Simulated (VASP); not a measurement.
ReSb2: single point with PBEsol

The system is ReSb2.

```xyz
3
Lattice="3.4032 0.0000 0.0000 -1.7016 2.9473 0.0000 0.0000 0.0000 6.4400" Properties=species:S:1:pos:R:3 pbc="T T T"
Re    0.0000    0.0000    0.0000
Sb    0.0000    1.9649    1.8606
Sb    1.7016    0.9824    4.5793
```

| Item | Value |
| --- | --- |
| Program | VASP 6.6.1 |
| Task | single point |
| Functional | PBEsol |
| Potentials or basis | VASP PAW PBE potentials, release 64 (Re, Sb) |
| Cutoff | 520 eV |
| k mesh | 10 × 10 × 6 |
| Occupations | gaussian, width 0.05 eV |
| Spin | no spin polarisation |
| Dipole correction | no |
| Further INCAR settings | ALGO = Normal; EDIFF = 1e-06; NBANDS = 16 |

```yaml
Pressure: 0.1 GPa
Largest_force: 0.018 eV/Å
```

Forces on the atoms (eV/Å):
```
Re   0.000  0.000  0.000
Sb   0.000  0.000  0.018
Sb   0.000  0.000 -0.018
```

Stress tensor (GPa, compression positive):
```
0.13 0.00 0.00
0.00 0.13 0.00
0.00 0.00 0.01
```

Levels at points of the mesh, in eV from the Fermi level:
```
           k point  band 4  band 5  band 6  band 7  band 8  band 9  band 10  band 11  band 12  band 13
(0.00, 0.00, 0.00)   -2.39   -2.39   -2.14   -0.98   -0.98    1.72     4.06     4.06     4.97     4.97
(0.50, 0.00, 0.00)   -4.38   -3.85   -2.69   -2.46   -1.26    0.18     0.67     1.03     1.94     5.29
(0.00, 0.00, 0.50)   -3.67   -2.35   -2.35   -0.99   -0.99    0.32     3.33     3.33     6.12     6.12
(0.50, 0.00, 0.50)   -5.63   -3.80   -2.70   -2.61    0.13    0.67     1.35     1.40     3.14     3.50
```

Wall time 35 s on 1 thread of Intel(R) Xeon(R) 6975P-C (Granite Rapids), on a shared host, peak memory 0.23 GiB.

Caveat: the PAW data sets were made with another functional, which shifts forces and pressure a little; spin-orbit coupling is left out, which moves the levels of the heavy elements.
